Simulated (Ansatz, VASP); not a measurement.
# Two plane-wave programs on SiC

```
CELL_PARAMETERS angstrom
-3.07600 0.00000 0.00000
-1.53800 -2.66389 0.00000
0.00000 0.00000 9.79600
ATOMIC_POSITIONS crystal
Si 0.33333 0.33333 0.67377
Si 0.33333 0.33333 0.15846
Si 0.66667 0.66667 0.93143
Si 0.66667 0.66667 0.41611
C 0.33333 0.33333 0.87217
C 0.33333 0.33333 0.35685
C 0.66667 0.66667 0.09920
C 0.66667 0.66667 0.61451
```

Alike in both runs: task single point; functional r2SCAN; k mesh 8 × 8 × 3; occupations gaussian, width 0.05 eV; no spin polarisation.

|  | VASP | Ansatz |
| --- | --- | --- |
| version | VASP 6.6.1 | Ansatz 0.2.0 |
| potentials or method | VASP PAW PBE potentials, release 64 (Si, C), cutoff 520 eV | scalar-relativistic, plane waves, PAW |
| valence electrons in the cell | 32 | 32 |

|  | VASP | Ansatz | Ansatz less VASP |
| --- | --- | --- | --- |
| gap on the k mesh at the Fermi level (eV) | 2.74 | 2.73 | -0.008 |
| least direct gap on the mesh (eV) | 4.05 | 4.04 | -0.012 |
| pressure (GPa) | 10.1 | 10.3 | +0.24 |
| traceless stress, the component that is largest in VASP (GPa) | 16.03 | 16.00 | -0.036 |
| rms of the force components (eV/Å) | 2.005 | 2.020 | +0.0154 |

VASP's potentials were made for PBE, not for r2SCAN. Atom by atom the forces differ by 0.017 eV/Å (rms over components).
